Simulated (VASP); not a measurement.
# CuO (C2/c) in VASP: a series of runs

The runs below take CuO through relaxation of shape and atoms at fixed volume, single point, with PBE.

Everything below comes from runs of VASP 6.6.1. Logs are shortened: lines on timing, memory, paths and dates and some standing lists are left out, and cuts for length are marked.

## Step 1: The cell of the first run

The typed cell holds 4 atoms: a = 2.877 Å, b = 2.877 Å, c = 5.086 Å, α = 90.01°, β = 90.01°, γ = 89.89°.

## Step 2: Relaxation of shape and atoms at fixed volume, PBE (10.53 Å³/atom)

Input file INCAR:

```
PREC = Accurate ; ENCUT = 600
EDIFF = 1E-6 ; ISMEAR = 0
SIGMA = 0.1 ; LREAL = F
LASPH = T ; NELM = 80
ALGO = Normal ; ISIF = 4
LWAVE = F ; LCHARG = F
GGA = PE ; IBRION = 2
NSW = 50 ; EDIFFG = -0.01
```

Input file KPOINTS:

```
Automatic mesh
0
Gamma
  14 14 8
```

Input file POSCAR:

```
CuO
1.0
    2.0302537934     -2.0325581026      0.1590086264
    2.0302537934      2.0325581026      0.1590086264
   -0.3982779971      0.0000000000      5.0702114479
Cu O
2 2
Direct
    0.0000000000      0.5000000000      0.0000000000
    0.5000000000      0.0000000000      0.5000000000
    0.5000687154      0.4999312846      0.2500000000
    0.4999312846      0.5000687154      0.7500000000
```

Potentials or basis: VASP PAW PBE potentials, release 64 (Cu, O).

Started as:

```console
$ cat potpaw_PBE.64/Cu/POTCAR potpaw_PBE.64/O/POTCAR > POTCAR
$ mpirun -np 1 vasp_std > vasp.out
```

OUTCAR:

```text
PREC = Accurate
   ENCUT = 600
   EDIFF = 1E-6
   ISMEAR = 0
   LREAL = F
   LASPH = T
   NELM = 80
   ISIF = 4
   GGA = PE
   IBRION = 2
   NSW = 50
   EDIFFG = -0.01

 ion  position               nearest neighbor table
   1  0.000  0.500  0.000-   3 1.92   4 1.92   4 1.92   3 1.92
   2  0.500  0.000  0.500-   4 1.92   3 1.92   4 1.92   3 1.92
   3  0.500  0.500  0.250-   2 1.92   1 1.92   2 1.92   1 1.92
   4  0.500  0.500  0.750-   1 1.92   2 1.92   2 1.92   1 1.92

  LATTYP: Found a base centered monoclinic cell.
 ALAT       =     4.0729420368
 B/A-ratio  =     0.9980785802
 C/A-ratio  =     1.2486871209
 COS(beta)  =    -0.0002315364

  Lattice vectors:

 A1 = (   2.0302537934,  -2.0325581026,   0.1590086264)
 A2 = (   2.0302537934,   2.0325581026,   0.1590086264)
 A3 = (  -0.3982779971,   0.0000000000,   5.0702114479)

Analysis of symmetry for initial positions (statically):
=====================================================================
 Subroutine PRICEL returns:
 Original cell was already a primitive cell.

 Routine SETGRP: Setting up the symmetry group for a
 base centered monoclinic supercell.

 Subroutine GETGRP returns: Found  4 space group operations
 (whereof  2 operations were pure point group operations)
 out of a pool of  4 trial point group operations.

The static configuration has the point symmetry S_2 .
 The point group associated with its full space group is C_2h.

Analysis of symmetry for dynamics (positions and initial velocities):
=====================================================================
 Subroutine PRICEL returns:
 Original cell was already a primitive cell.

 Routine SETGRP: Setting up the symmetry group for a
 base centered monoclinic supercell.

 Subroutine GETGRP returns: Found  4 space group operations
 (whereof  2 operations were pure point group operations)
 out of a pool of  4 trial point group operations.

The dynamic configuration has the point symmetry S_2 .
 The point group associated with its full space group is C_2h.

 Subroutine INISYM returns: Found  4 space group operations
 (whereof  2 operations are pure point group operations),
 and found     1 'primitive' translations

----------------------------------------------------------------------------------------

                                     Primitive cell

  volume of cell :      42.1030

  direct lattice vectors                    reciprocal lattice vectors
     2.030253793 -2.032558103  0.159008626     0.244768762 -0.245995428  0.019227208
     2.030253793  2.032558103  0.159008626     0.244768762  0.245995428  0.019227208
    -0.398277997  0.000000000  5.070211448    -0.015352553  0.000000000  0.196024451

  length of vectors
     2.877239415  2.877239415  5.085830265     0.347556014  0.347556014  0.196624735

  position of ions in fractional coordinates (direct lattice)
     0.000000000  0.500000000  1.000000000
     0.500000000  0.000000000  0.500000000
     0.500068715  0.499931285  0.250000000
     0.499931285  0.500068715  0.750000000

  ion indices of the primitive-cell ions
   primitive index   ion index
                 1           1
                 2           2
                 3           3
                 4           4

----------------------------------------------------------------------------------------

 KPOINTS: Automatic mesh

Automatic generation of k-mesh.
 Grid dimensions read from file:
 generate k-points for:   14   14    8

 Generating k-lattice:

  Cartesian coordinates                     Fractional coordinates (reciprocal lattice)
     0.017483483 -0.017571102  0.001373372     0.071428571  0.000000000  0.000000000
     0.017483483  0.017571102  0.001373372     0.000000000  0.071428571  0.000000000
    -0.001919069  0.000000000  0.024503056    -0.000000000 -0.000000000  0.125000000

  Length of vectors
     0.024825430  0.024825430  0.024578092

  Shift w.r.t. Gamma in fractional coordinates (k-lattice)
     0.000000000  0.000000000  0.000000000

 Subroutine IBZKPT returns following result:
 ===========================================

 Found    429 irreducible k-points:

 Following reciprocal coordinates:
            Coordinates               Weight
  0.000000  0.000000  0.000000      1.000000
  0.071429  0.000000 -0.000000      4.000000
  0.142857  0.000000  0.000000      4.000000
  0.214286  0.000000  0.000000      4.000000
  0.285714  0.000000 -0.000000      4.000000
  0.357143  0.000000 -0.000000      4.000000
[... 16 lines left out ...]
  0.214286  0.142857  0.000000      4.000000
  0.285714  0.142857 -0.000000      4.000000
 [... further k-points ...]
   k-points           NKPTS =    429   k-points in BZ     NKDIM =    429   number of bands    NBANDS=     21
   number of dos      NEDOS =    301   number of ions     NIONS =      4
   total plane-waves  NPLWV =  24192
   dimension x,y,z NGX =    24 NGY =   24 NGZ =   42
   dimension x,y,z NGXF=    48 NGYF=   48 NGZF=   84
   ions per type =               2   2
   NGX,Y,Z   is equivalent  to a cutoff of  13.87, 13.87, 13.73 a.u.
   NGXF,Y,Z  is equivalent  to a cutoff of  27.73, 27.73, 27.46 a.u.
 SYSTEM =  unknown system
   PREC   = accura    normal or accurate (medium, high low for compatibility)
   ISTART =      0    job   : 0-new  1-cont  2-samecut
   ICHARG =      2    charge: 1-file 2-atom 10-const
   ISPIN  =      1    spin polarized calculation?
   LNONCOLLINEAR =      F non collinear calculations
   LSORBIT =      F    spin-orbit coupling
   LASPH  =      T    aspherical Exc in radial PAW
   ENCUT  =  600.0 eV  44.10 Ry    6.64 a.u.   5.75  5.75 10.16*2*pi/ulx,y,z
   NELM   =     80;   NELMIN=  2; NELMDL= -5     # of ELM steps
   EDIFF  = 0.1E-05   stopping-criterion for ELM
   LREAL  =      F    real-space projection
   EDIFFG = -.1E-01   stopping-criterion for IOM
   NSW    =     50    number of steps for IOM
   IBRION =      2    ionic relax: 0-MD 1-quasi-New 2-CG
   NFREE  =      1    steps in history (QN), initial steepest desc. (CG)
   ISIF   =      4    stress and relaxation
   ISYM   =      2    0-nonsym 1-usesym 2-fastsym
   POTIM  = 0.5000    time-step for ionic-motion
   TEBEG  =    0.0;   TEEND  =   0.0 temperature during run
   PSTRESS=    0.0 pullay stress
   NELECT =      34.0000    total number of electrons
   NUPDOWN=      -1.0000    fix difference up-down
   EMIN   =  10.00;   EMAX   =-10.00  energy-range for DOS
   EFERMI =   0.00;   METHOD = LEGACY
   ISMEAR =     0;   SIGMA  =   0.10  broadening in eV -4-tet -1-fermi 0-gaus
   EFERMI_NEDOS =   21; number of points for ismear=-14 and -15
   IALGO  =     38    algorithm
   IMIX   =      4    mixing-type and parameters
     AMIX     =   0.40;   BMIX     =  1.00
     AMIX_MAG =   1.60;   BMIX_MAG =  1.00
  volume/ion in A,a.u.               =      10.53        71.03
  Fermi-wavevector in a.u.,A,eV,Ry     =   1.524509  2.880905 31.621696  2.324129
  Thomas-Fermi vector in A             =   2.632807
   LORBIT       =      0    0 simple, 1 ext, 2 COOP (PROOUT), +10 PAW based schemes
   GGA     = PE    functional components
   LHFCALC =     F    Hartree Fock is set to
   AEXX    =    0.0000 exact exchange contribution
   IVDW    =     0    specifies the selected vdW correction
   LEPSILON=     F    determine dielectric tensor
   LRPA    =     F    only Hartree local field effects (RPA)
 conjugate gradient relaxation of ions
 non-spin polarized calculation
 Gauss-broadening in eV      SIGMA  =   0.10
  energy-cutoff  :      600.00
  volume of cell :       42.10
 maximum number of plane-waves:      1424
   NGX = 11   NGY = 11   NGZ = 21

--------------------------------------- Ionic step        1  -------------------------------------------

 number of electron      33.9999983 magnetization

 Free energy of the ion-electron system (eV)
  ---------------------------------------------------
  ext. energy  EPLUGINS =         0.00000000
  ---------------------------------------------------
  free energy    TOTEN  =       -19.64644528 eV

  energy without entropy =      -19.63367339  energy(sigma->0) =      -19.64005934

------------------------ aborting loop because EDIFF is reached ----------------------------------------

  FORCE on cell =-STRESS in cart. coord.  units (eV):
  Direction    XX          YY          ZZ          XY          YZ          ZX
  --------------------------------------------------------------------------------------
  -------------------------------------------------------------------------------------
  Total        2.6408048      2.6371329      3.3759028      0.0000000      0.0000000     -0.0579939
  in kB      100.4925438    100.3528115    128.4657842      0.0000000      0.0000000     -2.2068871
  external PRESSURE =     109.7703798 kB  Pullay stress =       0.0000000 kB

 VOLUME and BASIS-vectors are now :
 -----------------------------------------------------------------------------
  energy-cutoff  :      600.00
  volume of cell :       42.10
      direct lattice vectors                 reciprocal lattice vectors
     2.030253793 -2.032558103  0.159008626     0.244768762 -0.245995428  0.019227208
     2.030253793  2.032558103  0.159008626     0.244768762  0.245995428  0.019227208
    -0.398277997  0.000000000  5.070211448    -0.015352553  0.000000000  0.196024451
[... 39 lines left out ...]
 POSITION                                       TOTAL-FORCE (eV/Angst)
 -----------------------------------------------------------------------------------
      0.61144      1.01325      5.17984         0.000000      0.000000      0.000000
      0.81177     -1.01325      2.62956         0.000000      0.000000      0.000000
      1.92403     -0.00028      1.43368        -0.000000     -0.000040     -0.000000
      1.72370      0.00028      3.98397        -0.000000      0.000040     -0.000000
 -----------------------------------------------------------------------------------
    total drift:                                0.000000      0.000000      0.000000

  FREE ENERGIE OF THE ION-ELECTRON SYSTEM (eV)
  ---------------------------------------------------
  free  energy   TOTEN  =       -19.6497662315 eV

  energy  without entropy=      -19.6369964586  energy(sigma->0) =      -19.64338135

--------------------------------------- Ionic step        3  -------------------------------------------

 number of electron      33.9999997 magnetization

 Free energy of the ion-electron system (eV)
  ---------------------------------------------------
  ext. energy  EPLUGINS =         0.00000000
  ---------------------------------------------------
  free energy    TOTEN  =       -19.65090754 eV

  energy without entropy =      -19.63817121  energy(sigma->0) =      -19.64453937

 E-fermi :   5.5435     XC(G=0): -11.6130

 val. band max:        5.5433945050   @ k =  -0.0714   0.4286   0.1250
 cond. band min:       5.5439595546   @ k =  -0.4286   0.0714   0.1250
 fundamental gap:      0.0005650496
 Fermi energy:         5.5434768969

 k-point     1 :       0.0000    0.0000    0.0000
  band No.  band energies     occupation
      1     -14.6688      2.00000
      2     -13.3162      2.00000
      3      -3.0438      2.00000
      4      -0.1558      2.00000
      5      -0.1518      2.00000
      6       1.5334      2.00000
[... 13 lines left out ...]
     20      11.7618      0.00000
     21      12.9723      0.00000
[... 529 lines left out ...]
 k-point    24 :       0.2857    0.1429   -0.0000
  band No.  band energies     occupation
      1     -14.1546      2.00000
      2     -13.1576      2.00000
      3      -2.1610      2.00000
      4      -0.7928      2.00000
      5      -0.3949      2.00000
      6      -0.0674      2.00000
[... 13 lines left out ...]
     20      11.0294      0.00000
     21      14.6737      0.00000

 [... further k-points ...]

------------------------ aborting loop because EDIFF is reached ----------------------------------------

  FORCE on cell =-STRESS in cart. coord.  units (eV):
  Direction    XX          YY          ZZ          XY          YZ          ZX
  --------------------------------------------------------------------------------------
  -------------------------------------------------------------------------------------
  Total        2.6386545      2.6387264      2.6446508      0.0000000      0.0000000     -0.0005365
  in kB      100.4107161    100.4134508    100.6388959      0.0000000      0.0000000     -0.0204170
  external PRESSURE =     100.4876876 kB  Pullay stress =       0.0000000 kB

 VOLUME and BASIS-vectors are now :
 -----------------------------------------------------------------------------
  energy-cutoff  :      600.00
  volume of cell :       42.10
      direct lattice vectors                 reciprocal lattice vectors
     2.018253572 -2.020586606  0.158065584     0.246224198 -0.247452892  0.019340916
     2.018253572  2.020586606  0.158065584     0.246224198  0.247452892  0.019340916
    -0.403007021  0.000000000  5.130578189    -0.015171612  0.000000000  0.193718076

 POSITION                                       TOTAL-FORCE (eV/Angst)
 -----------------------------------------------------------------------------------
      1.00913      1.01029      0.07903         0.000000      0.000000     -0.000000
      0.80762     -1.01029      2.64432         0.000000     -0.000000     -0.000000
      1.91750     -0.00029      1.44071        -0.000000      0.000023      0.000000
      1.71600      0.00029      4.00600        -0.000000     -0.000023      0.000000
 -----------------------------------------------------------------------------------
    total drift:                                0.000000     -0.000000     -0.000000

  FREE ENERGIE OF THE ION-ELECTRON SYSTEM (eV)
  ---------------------------------------------------
  free  energy   TOTEN  =       -19.6509075373 eV

  energy  without entropy=      -19.6381712064  energy(sigma->0) =      -19.64453937

 reached required accuracy - stopping structural energy minimisation
```

Wall time 10 min (1 thread of Intel Xeon Platinum 8259CL at 2.50GHz (Skylake/Cascade Lake), shared host); peak memory 0.49 GiB.

What came out:

```yaml
Free_energy: -19.6509 eV
Energy_gained_by_relaxing: 1.1 meV/atom
Ionic_steps: 3
Pressure_after_relaxing: 10.0 GPa
Band_gap_on_the_k_mesh: zero (bands 17 and 18 overlap by 1.15 eV)
```

The path:
```
step  energy change (eV)  largest force (eV/Å)  pressure (GPa)  volume (Å³)
   1              0.0000                0.0001           10.98        42.10
   2             -0.0033                0.0000           10.48        42.10
   3             -0.0045                0.0000           10.05        42.10
```

Final structure:
```cif
data_structure
_symmetry_space_group_name_H-M 'P 1'
_symmetry_Int_Tables_number 1
_cell_length_a 2.8603
_cell_length_b 2.8603
_cell_length_c 5.1464
_cell_angle_alpha 90.009
_cell_angle_beta 90.009
_cell_angle_gamma 89.891
_cell_volume 42.10
loop_
_atom_site_label
_atom_site_type_symbol
_atom_site_fract_x
_atom_site_fract_y
_atom_site_fract_z
_atom_site_occupancy
Cu1 Cu 0.00000 0.50000 0.00000 1
Cu2 Cu 0.50000 0.00000 0.50000 1
O1 O 0.50007 0.49993 0.25000 1
O2 O 0.49993 0.50007 0.75000 1
```

Levels at points of the mesh, in eV from the Fermi level:
```
           k point  band 14  band 15  band 16  band 17  band 18  band 19  band 20  band 21
(0.00, 0.00, 0.00)    -2.52    -2.44    -2.13     0.66     0.67     1.54     6.22     7.43
(0.50, 0.00, 0.00)    -2.04    -1.67    -1.59     0.21     0.44     3.47     6.10     6.73
(0.50, 0.50, 0.00)    -2.46    -1.65    -1.24    -1.24     1.19     2.06     7.13    10.13
(0.00, 0.00, 0.50)    -2.48    -1.63    -1.63     0.07     0.07     3.63     3.63    11.68
(0.50, 0.00, 0.50)    -2.52    -2.13    -1.92    -0.13     0.68     4.22     6.04     8.44
(0.50, 0.50, 0.50)    -2.10    -1.48    -1.48    -0.48    -0.48     3.95     3.95    11.04
```

Caveat: semilocal functionals often make such compounds metallic where correlation or magnetic order opens a gap, which also shifts bond lengths.

(Continued in part 2 of 2.)
